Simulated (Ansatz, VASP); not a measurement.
## One calculation of Al, two programs

```
Al
1.0
     2.80980    0.00000    0.00000
    -1.40490    2.43336    0.00000
     0.00000    0.00000    4.41570
Al
2
Direct
  0.66667 0.33333 0.75000
  0.33333 0.66667 0.25000
```

Alike in both runs: task single point; functional PBEsol; k mesh 18 × 18 × 10; occupations gaussian, width 0.15 eV; no spin polarisation.

|  | VASP | Ansatz |
| --- | --- | --- |
| version | VASP 6.6.1 | Ansatz 0.2.0 |
| potentials or method | VASP PAW PBE potentials, release 64 (Al), cutoff 520 eV | scalar-relativistic, plane waves, PAW |
| valence electrons in the cell | 6 | 6 |

|  | VASP | Ansatz | Ansatz less VASP |
| --- | --- | --- | --- |
| gap on the k mesh at the Fermi level (eV) | none | none | - |
| pressure (GPa) | 7.5 | 7.4 | -0.12 |
| traceless stress, the component that is largest in VASP (GPa) | 2.96 | 2.94 | -0.020 |

VASP's potentials were made for PBE, not for PBEsol, and Ansatz warns of the same on its side. A gap of «none» marks a metal or a gap that the smearing closes.
